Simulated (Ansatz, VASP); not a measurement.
**One calculation of Ba2Be, two programs**

The input POSCAR:

```
Ba2Be
1.0
   -2.3698172867      2.3698172867      3.8867440333
    2.3698172867     -2.3698172867      3.8867440333
    2.3698172867      2.3698172867     -3.8867440333
Ba Be
2 1
Direct
    0.5930000000      0.5930000000      0.0000000000
    0.4070000000      0.4070000000      0.0000000000
    0.0000000000      0.0000000000      0.0000000000
```

Contents of INCAR.step1:

```
  PREC = Accurate
  ENCUT = 600
  ISMEAR = 0
  SIGMA = 0.1
  LREAL = False
  LASPH = True
  NELM = 100
  GGA = PE
  ALGO = Normal
  EDIFF = 1E-4
  LWAVE = True
  LCHARG = False
```

INCAR.step2

```
  PREC = Accurate
  ENCUT = 600
  EDIFF = 1E-7
  ISMEAR = 0
  SIGMA = 0.1
  LREAL = False
  LASPH = True
  NELM = 100
  ALGO = Normal
  ISIF = 3
  LWAVE = False
  LCHARG = False
  METAGGA = R2SCAN
  LMIXTAU = True
  IBRION = 2
  NSW = 90
  EDIFFG = -0.04
  ISTART = 1
```

The input KPOINTS:

```
Automatic mesh
0
Gamma
  6 6 6
```

Input for Ansatz:

```yaml
crystal:
  lattice:
    - [-2.3698172867, 2.3698172867, 3.8867440333]
    - [2.3698172867, -2.3698172867, 3.8867440333]
    - [2.3698172867, 2.3698172867, -3.8867440333]
  atoms:
    - { symbol: Ba, position: [0.593, 0.593, 0.0] }
    - { symbol: Ba, position: [0.407, 0.407, 0.0] }
    - { symbol: Be, position: [0.0, 0.0, 0.0] }
basis:
  ecutwfc: 500
kpoints:
  mp_grid: { grid: [6, 6, 6] }
hamiltonian:
  xc: r2scan
scf:
  occupations: { method: gaussian, width: 0.1 }
  lower_state_search: "off"
output:
  forces: true
  stress: true
  eigenvalues: true
relax:
  adjacent_minimum: "off"
  f_tol: 0.04
  max_steps: 70
  cell: { stress_tol: 0.4 }
```

Alike in both runs: task relaxation of cell and atoms; functional r2SCAN; k mesh 6 × 6 × 6; occupations gaussian, width 0.1 eV; no spin polarisation.

```csv
,VASP,Ansatz
version,VASP 6.6.1,Ansatz 0.2.0
potentials or method,"VASP PAW PBE potentials, release 64 (Ba_sv, Be), cutoff 600 eV","scalar-relativistic, plane waves, PAW"
valence electrons in the cell,22,22
```

|  | VASP | Ansatz | Ansatz less VASP |
| --- | --- | --- | --- |
| gap on the k mesh at the Fermi level, each at its own relaxed structure (eV) | none | none | - |
| relaxed volume (Å³/atom) | 49.76 | 41.65 | -8.106 |
| relaxed cell length with the largest relative difference (Å) | 9.611 | 8.190 | -1.4216 |

VASP's potentials were made for PBE, not for r2SCAN. A gap of «none» marks a metal or a gap that the smearing closes. One of these differences is far larger than is usual between the two programs; its cause wasn't traced.

Spin-orbit coupling is off throughout. Noted on VASP's run: the volume moved by over 15 % at a fixed basis, so the end points are rough.
